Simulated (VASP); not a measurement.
# Sb (R-3m) in VASP: a series of runs

Sb is run at these levels: LDA; tasks: single point.

Program: VASP 6.6.1. These are calculated values, not measurements. Logs are shortened: lines on timing, memory, paths and dates and some standing lists are left out, and cuts for length are marked.

### 1 The cell of the first run

It takes space group R-3m (No. 166, trigonal). The conventional cell has a = 4.291 Å, b = 4.291 Å, c = 10.976 Å, α = 90.00°, β = 90.00°, γ = 120.00°. Within 3.8 Å of Sb (site symmetry 3m) lie 6 Sb at 2.91 to 3.27 Å.

### 2 Single point, LDA

Input file INCAR:

```
SYSTEM = Sb
  ALGO = Normal
  EDIFF = 1E-7
  ENCUT = 520
  ISIF = 2
  ISMEAR = -1
  LASPH = .True.
  LCHARG = .False.
  LREAL = .False.
  LWAVE = .False.
  NBANDS = 12
  NELM = 60
  PREC = Accurate
  SIGMA = 0.1
```

Input file KPOINTS:

```
k-points
0
Gamma
  6 6 6
  0 0 0
```

Input file POSCAR:

```
Sb
1.0
    2.1456002536      1.2387628840      3.6587425366
   -2.1456002536      1.2387628840      3.6587425366
    0.0000000000     -2.4775257680      3.6587425366
Sb
2
Direct
    0.2359371474      0.2359371474      0.2359371474
    0.7640628526      0.7640628526      0.7640628526
```

Potentials or basis: VASP PAW LDA potentials, release 64 (Sb).

The run is started by

```bash
$ cat potpaw_LDA.64/Sb/POTCAR > POTCAR
$ mpirun -np 1 vasp_std > vasp.out
```

OUTCAR:

```text
SYSTEM = Sb
   EDIFF = 1E-7
   ENCUT = 520
   ISIF = 2
   ISMEAR = -1
   LASPH = .True.
   LREAL = .False.
   NELM = 60
   PREC = Accurate

 ion  position               nearest neighbor table
   1  0.236  0.236  0.236-   2 2.91   2 2.91   2 2.91   2 3.27   2 3.27   2 3.27
   2  0.764  0.764  0.764-   1 2.91   1 2.91   1 2.91   1 3.27   1 3.27   1 3.27

  LATTYP: Found a trigonal (rhomboedric) cell.
 ALAT       =     4.4186571354
 COS(alpha) =     0.5284290848

  Lattice vectors:

 A1 = (   2.1456002536,   1.2387628840,   3.6587425366)
 A2 = (  -2.1456002536,   1.2387628840,   3.6587425366)
 A3 = (   0.0000000000,  -2.4775257680,   3.6587425366)

Analysis of symmetry for initial positions (statically):
=====================================================================
 Subroutine PRICEL returns:
 Original cell was already a primitive cell.

 Routine SETGRP: Setting up the symmetry group for a
 trigonal (rhombohedral) supercell.

 Subroutine GETGRP returns: Found 12 space group operations
 (whereof 12 operations were pure point group operations)
 out of a pool of 12 trial point group operations.

The static configuration has the point symmetry D_3d.

Analysis of symmetry for dynamics (positions and initial velocities):
=====================================================================
 Subroutine PRICEL returns:
 Original cell was already a primitive cell.

 Routine SETGRP: Setting up the symmetry group for a
 trigonal (rhombohedral) supercell.

 Subroutine GETGRP returns: Found 12 space group operations
 (whereof 12 operations were pure point group operations)
 out of a pool of 12 trial point group operations.

The dynamic configuration has the point symmetry D_3d.

 Subroutine INISYM returns: Found 12 space group operations
 (whereof 12 operations are pure point group operations),
 and found     1 'primitive' translations

----------------------------------------------------------------------------------------

                                     Primitive cell

  volume of cell :      58.3472

  direct lattice vectors                    reciprocal lattice vectors
     2.145600254  1.238762884  3.658742537     0.233035021  0.134542832  0.091105982
    -2.145600254  1.238762884  3.658742537    -0.233035021  0.134542832  0.091105982
     0.000000000 -2.477525768  3.658742537     0.000000000 -0.269085664  0.091105982

  length of vectors
     4.418657135  4.418657135  4.418657135     0.284090469  0.284090469  0.284090469

[... 89 lines left out ...]
   TEBEG  =    0.0;   TEEND  =   0.0 temperature during run
   PSTRESS=    0.0 pullay stress
   NELECT =      10.0000    total number of electrons
   NUPDOWN=      -1.0000    fix difference up-down
   EMIN   =  10.00;   EMAX   =-10.00  energy-range for DOS
   EFERMI =   0.00;   METHOD = LEGACY
   ISMEAR =    -1;   SIGMA  =   0.10  broadening in eV -4-tet -1-fermi 0-gaus
   EFERMI_NEDOS =   21; number of points for ismear=-14 and -15
   IALGO  =     38    algorithm
   IMIX   =      4    mixing-type and parameters
     AMIX     =   0.40;   BMIX     =  1.00
     AMIX_MAG =   1.60;   BMIX_MAG =  1.00
  volume/ion in A,a.u.               =      29.17       196.87
  Fermi-wavevector in a.u.,A,eV,Ry     =   0.909358  1.718437 11.251088  0.826932
  Thomas-Fermi vector in A             =   2.033393
   LORBIT       =      0    0 simple, 1 ext, 2 COOP (PROOUT), +10 PAW based schemes
   GGA     = CA    functional components
   LHFCALC =     F    Hartree Fock is set to
   AEXX    =    0.0000 exact exchange contribution
   IVDW    =     0    specifies the selected vdW correction
   LEPSILON=     F    determine dielectric tensor
   LRPA    =     F    only Hartree local field effects (RPA)
 non-spin polarized calculation
  energy-cutoff  :      520.00
  volume of cell :       58.35
 maximum number of plane-waves:      1585
 NGX is ok and might be reduce to    36
   NGX = 17   NGY = 17   NGZ = 17

 number of electron      10.0000000 magnetization

 Free energy of the ion-electron system (eV)
  ---------------------------------------------------
  ext. energy  EPLUGINS =         0.00000000
  ---------------------------------------------------
  free energy    TOTEN  =        -9.64406587 eV

  energy without entropy =       -9.63167532  energy(sigma->0) =       -9.63787060

 E-fermi :   7.5347     XC(G=0):  -9.8724

 val. band max:        7.4814330371   @ k =   0.5000   0.5000   0.5000
 cond. band min:       7.6411030802   @ k =   0.3333   0.1667   0.1667
 fundamental gap:      0.1596700430
 Fermi energy:         7.5347007024

 k-point     1 :       0.0000    0.0000    0.0000
  band No.  band energies     occupation
      1      -5.3815      2.00000
      2       2.8668      2.00000
      3       5.5253      2.00000
      4       5.6901      2.00000
      5       5.6901      2.00000
      6       9.8815      0.00000
      7      10.3782      0.00000
      8      10.3782      0.00000
      9      12.4802      0.00000
     10      12.4802      0.00000
     11      12.6425      0.00000
     12      14.0679      0.00000
[... 331 lines left out ...]
 k-point    24 :      -0.3333    0.5000    0.1667
  band No.  band energies     occupation
      1      -2.5683      2.00000
      2      -1.2236      2.00000
      3       2.0385      2.00000
      4       2.9803      2.00000
      5       5.7001      2.00000
      6       9.5467      0.00000
      7      10.8378      0.00000
      8      13.3029      0.00000
      9      13.6865      0.00000
     10      14.6323      0.00000
     11      17.3889      0.00000
     12      18.2662      0.00000

 [... further k-points ...]

------------------------ aborting loop because EDIFF is reached ----------------------------------------

  FORCE on cell =-STRESS in cart. coord.  units (eV):
  Direction    XX          YY          ZZ          XY          YZ          ZX
  --------------------------------------------------------------------------------------
  -------------------------------------------------------------------------------------
  Total        0.1044589      0.1044589      0.1650990      0.0000000      0.0000000      0.0000000
  in kB        2.8683761      2.8683761      4.5335124      0.0000000      0.0000000      0.0000000
  external PRESSURE =       3.4234215 kB  Pullay stress =       0.0000000 kB

 VOLUME and BASIS-vectors are now :
 -----------------------------------------------------------------------------
  energy-cutoff  :      520.00
  volume of cell :       58.35
      direct lattice vectors                 reciprocal lattice vectors
     2.145600254  1.238762884  3.658742537     0.233035021  0.134542832  0.091105982
    -2.145600254  1.238762884  3.658742537    -0.233035021  0.134542832  0.091105982
     0.000000000 -2.477525768  3.658742537     0.000000000 -0.269085664  0.091105982

 POSITION                                       TOTAL-FORCE (eV/Angst)
 -----------------------------------------------------------------------------------
      0.00000      0.00000      2.58970         0.000000     -0.000000     -0.063370
      0.00000      0.00000      8.38653         0.000000      0.000000      0.063370
 -----------------------------------------------------------------------------------
    total drift:                               -0.000000      0.000000     -0.000000

  FREE ENERGIE OF THE ION-ELECTRON SYSTEM (eV)
  ---------------------------------------------------
  free  energy   TOTEN  =        -9.6440658672 eV

  energy  without entropy=       -9.6316753239  energy(sigma->0) =       -9.63787060
```

OSZICAR:

```text
N       E                     dE             d eps       ncg     rms          rms(c)
DAV:   1     0.350548067095E+02    0.35055E+02   -0.36241E+03   768   0.659E+02
DAV:   2    -0.768755168640E+01   -0.42742E+02   -0.41300E+02  1100   0.110E+02
DAV:   3    -0.965130076313E+01   -0.19637E+01   -0.19509E+01   900   0.262E+01
DAV:   4    -0.966778809236E+01   -0.16487E-01   -0.16473E-01   904   0.297E+00
DAV:   5    -0.966799367179E+01   -0.20558E-03   -0.20558E-03   912   0.358E-01    0.323E+00
DAV:   6    -0.965272843515E+01    0.15265E-01   -0.29152E-03   888   0.282E-01    0.192E+00
DAV:   7    -0.964403863334E+01    0.86898E-02   -0.65312E-03   868   0.419E-01    0.527E-02
DAV:   8    -0.964406352865E+01   -0.24895E-04   -0.18704E-04   912   0.897E-02    0.105E-02
DAV:   9    -0.964406588492E+01   -0.23563E-05   -0.49683E-06   944   0.147E-02    0.450E-03
DAV:  10    -0.964406586718E+01    0.17736E-07   -0.37573E-07   900   0.318E-03
   1 F= -.96440659E+01 E0= -.96378706E+01  d E =-.123905E-01
```

stdout:

```text
POSCAR found type information on POSCAR Sb
 POSCAR found :  1 types and       2 ions
 scaLAPACK will be used
 LDA part: xc-table for (Slater(with rela. corr.)+CA(PZ))
 , standard interpolation
 POSCAR, INCAR and KPOINTS ok, starting setup
 FFT: planning ... GRIDC
 FFT: planning ... GRID_SOFT
 FFT: planning ... GRID
 WAVECAR not read
 entering main loop
```

It took 38 s on 1 thread of AMD EPYC 7R13, shared host; peak memory 0.14 GiB.

Results:

```yaml
Free_energy: -9.6441 eV
Pressure: 0.3 GPa
Largest_force: 0.063 eV/Å
Band_gap_on_the_k_mesh: zero (band 5 reaches 7.64 eV, above the bottom of band 6 at 7.37 eV)
```

Forces in eV/Å, atoms in the order of the input:
```
Sb   0.000  0.000 -0.063
Sb   0.000  0.000  0.063
```

Stress tensor (GPa, compression positive):
```
0.29 0.00 0.00
0.00 0.29 0.00
0.00 0.00 0.45
```

Caveat: spin-orbit coupling is left out, which moves the levels of the heavy elements.

### 3 Single point, LDA

Input file INCAR:

```
SYSTEM = Sb
  PREC = Accurate
  ENCUT = 520
  EDIFF = 1E-6
  ISMEAR = -1
  SIGMA = 0.1
  LREAL = .False.
  LASPH = .True.
  NELM = 80
  ALGO = Normal
  ISIF = 2
  LWAVE = .False.
  LCHARG = .True.
  GGA = CA
  LELF = .True.
  LVHAR = .True.
  NBANDS = 12
```

Input file KPOINTS:

```
regular mesh
0
Gamma
  7 7 7
  0 0 0
```

POSCAR is that of step 2.

Potentials or basis: VASP PAW LDA potentials, release 64 (Sb).

The run is started by

```bash
$ cat potpaw_LDA.64/Sb/POTCAR > POTCAR
$ mpirun -np 1 vasp_std > vasp.out
```

OUTCAR:

```text
SYSTEM = Sb
   PREC = Accurate
   ENCUT = 520
   EDIFF = 1E-6
   ISMEAR = -1
   LREAL = .False.
   LASPH = .True.
   NELM = 80
   ISIF = 2
   GGA = CA

 ion  position               nearest neighbor table
   1  0.236  0.236  0.236-   2 2.91   2 2.91   2 2.91   2 3.27   2 3.27   2 3.27
   2  0.764  0.764  0.764-   1 2.91   1 2.91   1 2.91   1 3.27   1 3.27   1 3.27

  LATTYP: Found a trigonal (rhomboedric) cell.
 ALAT       =     4.4186571354
 COS(alpha) =     0.5284290848

  Lattice vectors:

[... 538 lines left out ...]
      7      10.2920      0.00000
      8      10.9684      0.00000
      9      12.2672      0.00000
     10      14.8813      0.00000
     11      15.8326      0.00000
     12      16.4429      0.00000

 [... further k-points ...]
[... 5 lines left out ...]
  --------------------------------------------------------------------------------------
  -------------------------------------------------------------------------------------
  Total        0.1557588      0.1557588      0.0759510     -0.0000000      0.0000000      0.0000000
  in kB        4.2770375      4.2770375      2.0855661     -0.0000000      0.0000000      0.0000000
  external PRESSURE =       3.5465470 kB  Pullay stress =       0.0000000 kB

 VOLUME and BASIS-vectors are now :
 -----------------------------------------------------------------------------
  energy-cutoff  :      520.00
  volume of cell :       58.35
      direct lattice vectors                 reciprocal lattice vectors
     2.145600254  1.238762884  3.658742537     0.233035021  0.134542832  0.091105982
    -2.145600254  1.238762884  3.658742537    -0.233035021  0.134542832  0.091105982
     0.000000000 -2.477525768  3.658742537     0.000000000 -0.269085664  0.091105982

 POSITION                                       TOTAL-FORCE (eV/Angst)
 -----------------------------------------------------------------------------------
      0.00000      0.00000      2.58970         0.000000      0.000000      0.032320
      0.00000      0.00000      8.38653         0.000000      0.000000     -0.032320
 -----------------------------------------------------------------------------------
    total drift:                               -0.000000      0.000000     -0.000000

  FREE ENERGIE OF THE ION-ELECTRON SYSTEM (eV)
  ---------------------------------------------------
  free  energy   TOTEN  =        -9.6501793069 eV

  energy  without entropy=       -9.6399835360  energy(sigma->0) =       -9.64508142
```

OSZICAR:

```text
N       E                     dE             d eps       ncg     rms          rms(c)
DAV:   1     0.365996899537E+02    0.36600E+02   -0.34969E+03  1056   0.655E+02
DAV:   2    -0.763019016524E+01   -0.44230E+02   -0.42585E+02  1492   0.111E+02
DAV:   3    -0.965669275131E+01   -0.20265E+01   -0.20135E+01  1284   0.264E+01
DAV:   4    -0.967360996217E+01   -0.16917E-01   -0.16915E-01  1252   0.296E+00
DAV:   5    -0.967382653847E+01   -0.21658E-03   -0.21657E-03  1276   0.359E-01    0.323E+00
DAV:   6    -0.965871444097E+01    0.15112E-01   -0.30127E-03  1268   0.281E-01    0.192E+00
DAV:   7    -0.965015578782E+01    0.85587E-02   -0.65960E-03  1196   0.412E-01    0.525E-02
DAV:   8    -0.965017668432E+01   -0.20896E-04   -0.17146E-04  1260   0.874E-02    0.129E-02
DAV:   9    -0.965017942337E+01   -0.27390E-05   -0.62917E-06  1292   0.157E-02    0.485E-03
DAV:  10    -0.965017930687E+01    0.11650E-06   -0.56665E-07   828   0.407E-03
   1 F= -.96501793E+01 E0= -.96450814E+01  d E =-.101958E-01
```

It took 56 s on 1 thread of AMD EPYC 7R13, shared host; peak memory 0.15 GiB.

What came out:

```yaml
Free_energy: -9.6502 eV
Pressure: 0.4 GPa
Largest_force: 0.032 eV/Å
Band_gap_on_the_k_mesh: 0.30 eV, indirect (least direct gap 0.56 eV)
```

Forces on the atoms (eV/Å):
```
Sb   0.000  0.000  0.032
Sb   0.000  0.000 -0.032
```

Stress tensor (GPa, compression positive):
```
0.43 0.00 0.00
0.00 0.43 0.00
0.00 0.00 0.21
```

Levels at points of the mesh, in eV from the valence-band top:
```csv
k point,band 2,band 3,band 4,band 5,band 6,band 7,band 8,band 9
"(0.00, 0.00, 0.00)",-4.44,-1.78,-1.62,-1.62,2.57,3.07,3.07,5.17
```

Caveat: spin-orbit coupling is left out, which moves the levels of the heavy elements. A k mesh can miss the band edges.

### 4 Single point, LDA

Input file INCAR:

```
SYSTEM = Sb
  ALGO = Normal
  EDIFF = 1E-7
  ENCUT = 520
  GGA = CA
  ISIF = 2
  ISMEAR = -1
  LASPH = .True.
  LCHARG = .False.
  LREAL = .False.
  LWAVE = .False.
  NBANDS = 12
  NELM = 80
  PREC = Accurate
  SIGMA = 0.1
```

Input file KPOINTS:

```
k-points
0
Gamma
  9 9 9
  0 0 0
```

POSCAR is that of step 3.

The run is started by

```bash
$ cat potpaw_LDA.64/Sb/POTCAR > POTCAR
$ mpirun -np 1 vasp_std > vasp.out
```

Run time: 1.9 min. Hardware: 1 thread of AMD EPYC 7R13, shared host; peak memory 0.17 GiB.

Results (log left out):

```
Free energy   : -9.6376 eV
Pressure      : 0.3 GPa
Largest force : 0.063 eV/Å
```

Forces in eV/Å, atoms in the order of the input:
```
Sb   0.000  0.000  0.063
Sb   0.000  0.000 -0.063
```

Stress tensor (GPa, compression positive):
```
0.32 0.00 0.00
0.00 0.32 0.00
0.00 0.00 0.23
```

Levels at points of the mesh, in eV from the Fermi level:
| k point | band 3 | band 4 | band 5 | band 6 | band 7 | band 8 |
| --- | --- | --- | --- | --- | --- | --- |
| (0.00, 0.00, 0.00) | -1.97 | -1.81 | -1.81 | 2.37 | 2.87 | 2.87 |

Caveat: spin-orbit coupling is left out, which moves the levels of the heavy elements.

### 5 Summary

| k mesh | gap on the mesh (eV) | pressure (GPa) | largest force (eV/Å) |
| --- | --- | --- | --- |
| 6 × 6 × 6 | none | 0.3 | 0.06 |
| 7 × 7 × 7 | 0.30 | 0.4 | 0.03 |
| 9 × 9 × 9 | - | 0.3 | 0.06 |

Alike in all rows: task single point; level LDA; potentials or basis VASP PAW LDA potentials, release 64 (Sb); no spin polarisation; cell as given; cutoff (eV) 520; smearing fermi-dirac 0.1 eV.

Caveats: spin-orbit coupling is left out, which moves the levels of the heavy elements.

Total energies depend on the potentials used, so only differences within one code and one set of settings carry meaning.
